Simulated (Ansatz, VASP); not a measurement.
# SnSe: VASP beside Ansatz

Contents of INCAR:

```
ALGO     = Normal         # electronic algorithm
EDIFF    = 1E-6           # SCF threshold, eV
ENCUT    = 520            # plane-wave cutoff, eV
GGA      = PE             # functional
ISIF     = 2              # what is computed and relaxed
ISMEAR   = 0              # smearing method
IVDW     = 12             # dispersion correction
LASPH    = True           # aspherical terms in the spheres
LCHARG   = True           # write CHGCAR
LELF     = True           # ELF
LREAL    = False          # projectors in reciprocal space
LVHAR    = True         
LWAVE    = False          # write WAVECAR
NBANDS   = 28             # bands
NELM     = 80             # most SCF steps
PREC     = Accurate       # precision mode
SIGMA    = 0.03           # smearing width, eV
```

The input KPOINTS:

```
k-points
0
Gamma
  8 8 6
```

POSCAR

```
SnSe
1.0
    4.2924000000      0.0000000000      0.0000000000
    0.0000000000      4.2924000000      0.0000000000
    0.0000000000      0.0000000000      6.5443000000
Sn Se
2 2
Direct
    0.5000000000      0.0000000000      0.2500887432
    0.0000000000      0.5000000000      0.7499112568
    0.5000000000      0.0000000000      0.7499352227
    0.0000000000      0.5000000000      0.2500647773
```

Input for Ansatz:

```yaml
crystal:
  lattice:
    - [4.2924, 0.0, 0.0]
    - [0.0, 4.2924, 0.0]
    - [0.0, 0.0, 6.5443]
  atoms:
    - { symbol: Sn, position: [0.5, 0.0, 0.2500887432] }
    - { symbol: Sn, position: [0.0, 0.5, 0.7499112568] }
    - { symbol: Se, position: [0.5, 0.0, 0.7499352227] }
    - { symbol: Se, position: [0.0, 0.5, 0.2500647773] }
basis:
  ecutwfc: 420
kpoints:
  mp_grid: { grid: [8, 8, 6] }
hamiltonian:
  xc: pbe
  dispersion: d3bj
scf:
  occupations: { method: gaussian, width: 0.03 }
output:
  forces: true
  stress: true
  eigenvalues: true
```

Alike in both runs: task single point; functional PBE; dispersion D3(BJ); k mesh 8 × 8 × 6; occupations gaussian, width 0.03 eV; no spin polarisation.

```csv
,VASP,Ansatz
version,VASP 6.6.1,Ansatz 0.2.0
potentials or method,"VASP PAW PBE potentials, release 64 (Sn_d, Se), cutoff 520 eV","scalar-relativistic, plane waves, PAW"
valence electrons in the cell,40,60
```

|  | VASP | Ansatz | Ansatz less VASP |
| --- | --- | --- | --- |
| gap on the k mesh at the Fermi level (eV) | 0.29 | 0.29 | -0.001 |
| least direct gap on the mesh (eV) | 0.29 | 0.29 | -0.001 |
| pressure (GPa) | -2.3 | -2.3 | +0.02 |
| traceless stress, the component that is largest in VASP (GPa) | -3.34 | -3.33 | +0.012 |

VASP's potentials hold 40 valence electrons a cell and Ansatz's 60, so a difference there can come from the potentials and not from the codes. Ansatz's warnings: dispersion switch in reach.
